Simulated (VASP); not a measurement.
# C (Fm-3m) in VASP: notebook

C is run at these levels: BLYP; tasks: single point.

Everything below comes from runs of VASP 6.6.1. Logs are shortened: lines on timing, memory, paths and dates and some standing lists are left out, and cuts for length are marked.

**1. The cell of the first run**

Symmetry: Fm-3m, No. 225, cubic system. Conventional cell: a = 3.204 Å, b = 3.204 Å, c = 3.204 Å, α = 90.00°, β = 90.00°, γ = 90.00°. C (site symmetry m-3m) has 12 C at 2.27 Å within 3.0 Å.

**2. Single point, BLYP**

The input, INCAR:

```
  PREC = Accurate
  ENCUT = 600
  EDIFF = 1E-6
  ISMEAR = -1
  SIGMA = 0.1
  LREAL = F
  LASPH = T
  NELM = 120
  ALGO = Normal
  ISIF = 2
  LWAVE = F
  LCHARG = F
  GGA = B5
  ALDAX = 1.0
  AGGAX = 1.0
  AGGAC = 1.0
  ALDAC = 0.0
  NBANDS = 8
  GGA_COMPAT = F
```

The input, KPOINTS:

```
regular mesh
0
Gamma
  18 18 18
```

The input, POSCAR:

```
C
1.0
    0.0000000000      1.6019877023      1.6019877023
    1.6019877023      0.0000000000      1.6019877023
    1.6019877023      1.6019877023      0.0000000000
C
1
Direct
    0.0000000000      0.0000000000      0.0000000000
```

Potentials or basis: VASP PAW PBE potentials, release 64 (C).

On the command line:

```sh
> cat potpaw_PBE.64/C/POTCAR > POTCAR
> mpirun -np 1 vasp_std > vasp.out
```

OUTCAR:

```text
PREC = Accurate
   ENCUT = 600
   EDIFF = 1E-6
   ISMEAR = -1
   LREAL = F
   LASPH = T
   NELM = 120
   ISIF = 2
   GGA = B5

 ion  position               nearest neighbor table
   1  0.000  0.000  0.000-

  LATTYP: Found a face centered cubic cell.
 ALAT       =     3.2039754046

  Lattice vectors:

 A1 = (   0.0000000000,   1.6019877023,   1.6019877023)
 A2 = (   1.6019877023,   0.0000000000,   1.6019877023)
 A3 = (   1.6019877023,   1.6019877023,   0.0000000000)

Analysis of symmetry for initial positions (statically):
=====================================================================
 Subroutine PRICEL returns:
 Original cell was already a primitive cell.

 Routine SETGRP: Setting up the symmetry group for a
 face centered cubic supercell.

 Subroutine GETGRP returns: Found 48 space group operations
 (whereof 48 operations were pure point group operations)
 out of a pool of 48 trial point group operations.

The static configuration has the point symmetry O_h .

Analysis of symmetry for dynamics (positions and initial velocities):
=====================================================================
 Subroutine PRICEL returns:
 Original cell was already a primitive cell.

 Routine SETGRP: Setting up the symmetry group for a
 face centered cubic supercell.

 Subroutine GETGRP returns: Found 48 space group operations
 (whereof 48 operations were pure point group operations)
 out of a pool of 48 trial point group operations.

The dynamic configuration has the point symmetry O_h .

 Subroutine INISYM returns: Found 48 space group operations
 (whereof 48 operations are pure point group operations),
 and found     1 'primitive' translations

----------------------------------------------------------------------------------------

                                     Primitive cell

  volume of cell :       8.2226

  direct lattice vectors                    reciprocal lattice vectors
     0.000000000  1.601987702  1.601987702    -0.312112259  0.312112259  0.312112259
     1.601987702  0.000000000  1.601987702     0.312112259 -0.312112259  0.312112259
     1.601987702  1.601987702  0.000000000     0.312112259  0.312112259 -0.312112259

  length of vectors
     2.265552735  2.265552735  2.265552735     0.540594290  0.540594290  0.540594290

  position of ions in fractional coordinates (direct lattice)
     0.000000000  0.000000000  0.000000000

  ion indices of the primitive-cell ions
   primitive index   ion index
                 1           1

----------------------------------------------------------------------------------------

 KPOINTS: regular mesh

Automatic generation of k-mesh.
 Grid dimensions read from file:
 generate k-points for:   18   18   18

 Generating k-lattice:

  Cartesian coordinates                     Fractional coordinates (reciprocal lattice)
    -0.017339570  0.017339570  0.017339570     0.055555556  0.000000000  0.000000000
     0.017339570 -0.017339570  0.017339570     0.000000000  0.055555556  0.000000000
     0.017339570  0.017339570 -0.017339570     0.000000000  0.000000000  0.055555556

  Length of vectors
     0.030033016  0.030033016  0.030033016

  Shift w.r.t. Gamma in fractional coordinates (k-lattice)
     0.000000000  0.000000000  0.000000000

 Subroutine IBZKPT returns following result:
 ===========================================

 Found    195 irreducible k-points:

 Following reciprocal coordinates:
            Coordinates               Weight
  0.000000  0.000000  0.000000      1.000000
  0.055556  0.000000  0.000000      8.000000
  0.111111  0.000000  0.000000      8.000000
  0.166667  0.000000  0.000000      8.000000
  0.222222  0.000000  0.000000      8.000000
  0.277778  0.000000  0.000000      8.000000
[... 16 lines left out ...]
 -0.277778  0.055556  0.000000     24.000000
 -0.222222  0.055556  0.000000     24.000000
 [... further k-points ...]
   k-points           NKPTS =    195   k-points in BZ     NKDIM =    195   number of bands    NBANDS=      8
   number of dos      NEDOS =    301   number of ions     NIONS =      1
   total plane-waves  NPLWV =   5832
   dimension x,y,z NGX =    18 NGY =   18 NGZ =   18
   dimension x,y,z NGXF=    36 NGYF=   36 NGZF=   36
   ions per type =               1
   NGX,Y,Z   is equivalent  to a cutoff of  13.21, 13.21, 13.21 a.u.
   NGXF,Y,Z  is equivalent  to a cutoff of  26.42, 26.42, 26.42 a.u.
 SYSTEM =  unknown system
   PREC   = accura    normal or accurate (medium, high low for compatibility)
   ISTART =      0    job   : 0-new  1-cont  2-samecut
   ICHARG =      2    charge: 1-file 2-atom 10-const
   ISPIN  =      1    spin polarized calculation?
   LNONCOLLINEAR =      F non collinear calculations
   LSORBIT =      F    spin-orbit coupling
   LASPH  =      T    aspherical Exc in radial PAW
   ENCUT  =  600.0 eV  44.10 Ry    6.64 a.u.   4.52  4.52  4.52*2*pi/ulx,y,z
   NELM   =    120;   NELMIN=  2; NELMDL= -5     # of ELM steps
   EDIFF  = 0.1E-05   stopping-criterion for ELM
   LREAL  =      F    real-space projection
   EDIFFG = 0.1E-04   stopping-criterion for IOM
   NSW    =      0    number of steps for IOM
   IBRION =     -1    ionic relax: 0-MD 1-quasi-New 2-CG
   NFREE  =      0    steps in history (QN), initial steepest desc. (CG)
   ISIF   =      2    stress and relaxation
   ISYM   =      2    0-nonsym 1-usesym 2-fastsym
   POTIM  = 0.5000    time-step for ionic-motion
   TEBEG  =    0.0;   TEEND  =   0.0 temperature during run
   PSTRESS=    0.0 pullay stress
   NELECT =       4.0000    total number of electrons
   NUPDOWN=      -1.0000    fix difference up-down
   EMIN   =  10.00;   EMAX   =-10.00  energy-range for DOS
   EFERMI =   0.00;   METHOD = LEGACY
   ISMEAR =    -1;   SIGMA  =   0.10  broadening in eV -4-tet -1-fermi 0-gaus
   EFERMI_NEDOS =   21; number of points for ismear=-14 and -15
   IALGO  =     38    algorithm
   IMIX   =      4    mixing-type and parameters
     AMIX     =   0.40;   BMIX     =  1.00
     AMIX_MAG =   1.60;   BMIX_MAG =  1.00
  volume/ion in A,a.u.               =       8.22        55.49
  Fermi-wavevector in a.u.,A,eV,Ry     =   1.287535  2.433088 22.555003  1.657746
  Thomas-Fermi vector in A             =   2.419543
   LORBIT       =      0    0 simple, 1 ext, 2 COOP (PROOUT), +10 PAW based schemes
   GGA     = B5    functional components
   LHFCALC =     F    Hartree Fock is set to
   AEXX    =    0.0000 exact exchange contribution
   IVDW    =     0    specifies the selected vdW correction
   LEPSILON=     F    determine dielectric tensor
   LRPA    =     F    only Hartree local field effects (RPA)
 non-spin polarized calculation
  energy-cutoff  :      600.00
  volume of cell :        8.22
 maximum number of plane-waves:       290
   NGX =  9   NGY =  9   NGZ =  9

 number of electron       4.0000000 magnetization

 Free energy of the ion-electron system (eV)
  ---------------------------------------------------
  ext. energy  EPLUGINS =         0.00000000
  ---------------------------------------------------
  free energy    TOTEN  =        -3.91343729 eV

  energy without entropy =       -3.89914372  energy(sigma->0) =       -3.90629051

 E-fermi :   6.3656     XC(G=0): -11.3997

 val. band max:        6.3400336270   @ k =  -0.3333   0.2778   0.0556
 cond. band min:       6.3671543450   @ k =  -0.4444   0.3889   0.1111
 fundamental gap:      0.0271207179
 Fermi energy:         6.3655968527

 k-point     1 :       0.0000    0.0000    0.0000
  band No.  band energies     occupation
      1     -10.6333      2.00000
      2      13.2704      0.00000
      3      13.2704      0.00000
      4      13.2704      0.00000
      5      34.5033      0.00000
      6      35.2125      0.00000
      7      35.2125      0.00000
      8      35.2125      0.00000

 k-point     2 :       0.0556    0.0000    0.0000
  band No.  band energies     occupation
      1     -10.5210      2.00000
      2      12.9502      0.00000
      3      13.2172      0.00000
      4      13.2172      0.00000
      5      34.1602      0.00000
      6      34.5101      0.00000
      7      35.3743      0.00000
      8      35.3743      0.00000

 k-point     3 :       0.1111    0.0000    0.0000
  band No.  band energies     occupation
      1     -10.1846      2.00000
      2      12.0185      0.00000
      3      13.0682      0.00000
      4      13.0682      0.00000
      5      32.5528      0.00000
      6      34.5151      0.00000
      7      35.7674      0.00000
      8      35.7674      0.00000

 k-point     4 :       0.1667    0.0000    0.0000
  band No.  band energies     occupation
      1      -9.6255      2.00000
      2      10.5649      0.00000
      3      12.8507      0.00000
      4      12.8507      0.00000
      5      31.2730      0.00000
      6      34.5026      0.00000
      7      36.0603      0.00000
      8      36.0603      0.00000

 k-point     5 :       0.2222    0.0000    0.0000
  band No.  band energies     occupation
      1      -8.8467      2.00000
      2       8.7294      0.00000
      3      12.6001      0.00000
      4      12.6001      0.00000
      5      30.4076      0.00000
      6      34.4439      0.00000
      7      35.7968      0.00000
      8      35.7968      0.00000
[... 177 lines left out ...]
 k-point    22 :      -0.3333    0.0556    0.0000
  band No.  band energies     occupation
      1      -6.1123      2.00000
      2       3.8780      2.00000
      3      11.5130      0.00000
      4      12.2180      0.00000
      5      29.6746      0.00000
      6      32.1435      0.00000
      7      33.9967      0.00000
      8      35.6192      0.00000

 k-point    23 :      -0.2778    0.0556    0.0000
  band No.  band energies     occupation
      1      -7.3777      2.00000
      2       6.0206      1.93848
      3      11.6735      0.00000
      4      12.4842      0.00000
      5      29.8354      0.00000
      6      32.9115      0.00000
      7      34.7739      0.00000
      8      35.7109      0.00000

 k-point    24 :      -0.2222    0.0556    0.0000
  band No.  band energies     occupation
      1      -8.4407      2.00000
      2       8.1078      0.00000
      3      11.9072      0.00000
      4      12.7539      0.00000
      5      30.1799      0.00000
      6      33.6546      0.00000
      7      35.6642      0.00000
      8      35.8327      0.00000

 [... further k-points ...]

------------------------ aborting loop because EDIFF is reached ----------------------------------------

  FORCE on cell =-STRESS in cart. coord.  units (eV):
  Direction    XX          YY          ZZ          XY          YZ          ZX
  --------------------------------------------------------------------------------------
  -------------------------------------------------------------------------------------
  Total       -0.0074905     -0.0074905     -0.0074905     -0.0000000     -0.0000000      0.0000000
  in kB       -1.4595259     -1.4595259     -1.4595259     -0.0000000     -0.0000000      0.0000000
  external PRESSURE =      -1.4595259 kB  Pullay stress =       0.0000000 kB

 VOLUME and BASIS-vectors are now :
 -----------------------------------------------------------------------------
  energy-cutoff  :      600.00
  volume of cell :        8.22
      direct lattice vectors                 reciprocal lattice vectors
     0.000000000  1.601987702  1.601987702    -0.312112259  0.312112259  0.312112259
     1.601987702  0.000000000  1.601987702     0.312112259 -0.312112259  0.312112259
     1.601987702  1.601987702  0.000000000     0.312112259  0.312112259 -0.312112259

 POSITION                                       TOTAL-FORCE (eV/Angst)
 -----------------------------------------------------------------------------------
      0.00000      0.00000      0.00000         0.000000      0.000000      0.000000
 -----------------------------------------------------------------------------------
    total drift:                                0.000000     -0.000000     -0.000000

  FREE ENERGIE OF THE ION-ELECTRON SYSTEM (eV)
  ---------------------------------------------------
  free  energy   TOTEN  =        -3.9134372875 eV

  energy  without entropy=       -3.8991437244  energy(sigma->0) =       -3.90629051
```

Wall time 18 s (1 thread of Intel Xeon 8259CL, shared host); peak memory 0.12 GiB.

What came out:

```
Free energy            : -3.9134 eV
Pressure               : -0.1 GPa
Band gap on the k mesh : zero (band 2 reaches 13.27 eV, above the bottom of band 3 at 3.75 eV)
```

Caveat: the PAW data sets were made with another functional, which shifts forces and pressure a little.

**3. Single point, BLYP (volume scaled by 0.88)**

The input, INCAR:

```
AGGAC = 1.0 ; AGGAX = 1.0
ALDAC = 0.0 ; ALDAX = 1.0
ALGO = Normal ; EDIFF = 1E-6
ENCUT = 600 ; GGA = B5
GGA_COMPAT = F ; ISIF = 2
ISMEAR = -1 ; LASPH = T
LCHARG = F ; LREAL = F
LWAVE = F ; NBANDS = 8
NELM = 120 ; PREC = Accurate
SIGMA = 0.1
```

The input, KPOINTS:

```
k-points
0
Gamma
  19 19 19
```

The input, POSCAR:

```
C
1.0
    0.0000000000      1.5351591375      1.5351591375
    1.5351591375      0.0000000000      1.5351591375
    1.5351591375      1.5351591375      0.0000000000
C
1
Direct
    0.0000000000      0.0000000000      0.0000000000
```

Potentials or basis: VASP PAW PBE potentials, release 64 (C).

On the command line:

```sh
> cat potpaw_PBE.64/C/POTCAR > POTCAR
> mpirun -np 1 vasp_std > vasp.out
```

Wall time 19 s (1 thread of Intel Xeon 8259CL, shared host); peak memory 0.12 GiB.

The run converged. Its results:

- Free energy: -3.8622 eV
- Pressure: 18.7 GPa
- Band gap on the k mesh: zero (band 2 reaches 15.85 eV, above the bottom of band 3 at 5.00 eV)

Levels at points of the mesh, in eV from the Fermi level:
```csv
k point,band 1,band 2,band 3,band 4,band 5,band 6
"(0.00, 0.00, 0.00)",-18.66,7.76,7.76,7.76,30.41,30.41
```

Caveat: the PAW data sets were made with another functional, which shifts forces and pressure a little.

**4. Single point, BLYP (volume scaled by 0.92)**

The input, INCAR:

```
SYSTEM = C
PREC = Accurate ; ENCUT = 600
EDIFF = 1E-6 ; ISMEAR = -1
SIGMA = 0.1 ; LREAL = .False.
LASPH = .True. ; NELM = 120
ALGO = Normal ; ISIF = 2
LWAVE = .False. ; LCHARG = .False.
GGA = B5 ; ALDAX = 1.0
AGGAX = 1.0 ; AGGAC = 1.0
ALDAC = 0.0 ; NBANDS = 8
GGA_COMPAT = .False.
```

The input, KPOINTS:

```
Automatic mesh
0
Gamma
  19 19 19
  0 0 0
```

The input, POSCAR:

```
C
1.0
    0.0000000000      1.5580753390      1.5580753390
    1.5580753390      0.0000000000      1.5580753390
    1.5580753390      1.5580753390      0.0000000000
C
1
Direct
    0.0000000000      0.0000000000      0.0000000000
```

On the command line:

```sh
> cat potpaw_PBE.64/C/POTCAR > POTCAR
> mpirun -np 1 vasp_std > vasp.out
```

It took 20 s on 1 thread of Intel Xeon 8259CL, shared host; peak memory 0.12 GiB.

It converged, with:

```yaml
Free_energy: -3.8930 eV
Pressure: 11.2 GPa
Band_gap_on_the_k_mesh: zero (band 2 reaches 14.92 eV, above the bottom of band 3 at 4.57 eV)
```

Levels at points of the mesh, in eV from the Fermi level:
```tsv
k point	band 1	band 2	band 3	band 4	band 5	band 6
(0.00, 0.00, 0.00)	-18.08	7.43	7.43	7.43	29.83	29.83
```

Caveat: the PAW data sets were made with another functional, which shifts forces and pressure a little.

**5. Single point, BLYP (volume scaled by 1.04)**

The input, INCAR:

```
SYSTEM = C
PREC     = Accurate       ! precision mode
ENCUT    = 600            ! plane-wave cutoff, eV
EDIFF    = 1E-6           ! SCF threshold, eV
ISMEAR   = -1             ! smearing method
SIGMA    = 0.1            ! smearing width, eV
LREAL    = .FALSE.        ! projectors in reciprocal space
LASPH    = .TRUE.         ! aspherical terms in the spheres
NELM     = 120            ! most SCF steps
ALGO     = Normal         ! electronic algorithm
ISIF     = 2              ! what is computed and relaxed
LWAVE    = .FALSE.        ! write WAVECAR
LCHARG   = .FALSE.        ! write CHGCAR
GGA      = B5             ! functional
ALDAX    = 1.0          
AGGAX    = 1.0          
AGGAC    = 1.0          
ALDAC    = 0.0          
NBANDS   = 8              ! bands
GGA_COMPAT= .FALSE.
```

The input, KPOINTS:

```
regular mesh
0
G
  19 19 19
  0 0 0
```

The input, POSCAR:

```
C
1.0
    0.0000000000      1.6230689053      1.6230689053
    1.6230689053      0.0000000000      1.6230689053
    1.6230689053      1.6230689053      0.0000000000
C
1
Direct
    0.0000000000      0.0000000000      0.0000000000
```

On the command line:

```sh
> cat potpaw_PBE.64/C/POTCAR > POTCAR
> mpirun -np 1 vasp_std > vasp.out
```

Wall time 20 s (1 thread of Intel Xeon 8259CL, shared host); peak memory 0.12 GiB.

It converged, with:

```yaml
Free_energy: -3.9101 eV
Pressure: -4.6 GPa
Band_gap_on_the_k_mesh: zero (band 2 reaches 12.53 eV, above the bottom of band 3 at 3.33 eV)
```

Levels at points of the mesh, in eV from the Fermi level:
```
           k point  band 1  band 2  band 3  band 4  band 5
(0.00, 0.00, 0.00)  -16.60    6.58    6.58    6.58   27.04
```

Caveat: the PAW data sets were made with another functional, which shifts forces and pressure a little.

**6. Summary**

| cell | k mesh | gap on the mesh (eV) | pressure (GPa) |
| --- | --- | --- | --- |
| a = 2.266 Å, angles 60.0°, 1 atom | 18 × 18 × 18 | none | -0.1 |
| a = 2.171 Å, angles 60.0°, 1 atom | 19 × 19 × 19 | none | 18.7 |
| a = 2.203 Å, angles 60.0°, 1 atom | 19 × 19 × 19 | none | 11.2 |
| a = 2.295 Å, angles 60.0°, 1 atom | 19 × 19 × 19 | none | -4.6 |

Alike in all rows: task single point; level BLYP; potentials or basis VASP PAW PBE potentials, release 64 (C); no spin polarisation; cutoff (eV) 600; smearing fermi-dirac 0.1 eV.

Caveats: the PAW data sets were made with another functional, which shifts forces and pressure a little.

Absolute energies hang on the potentials; compare differences alone.
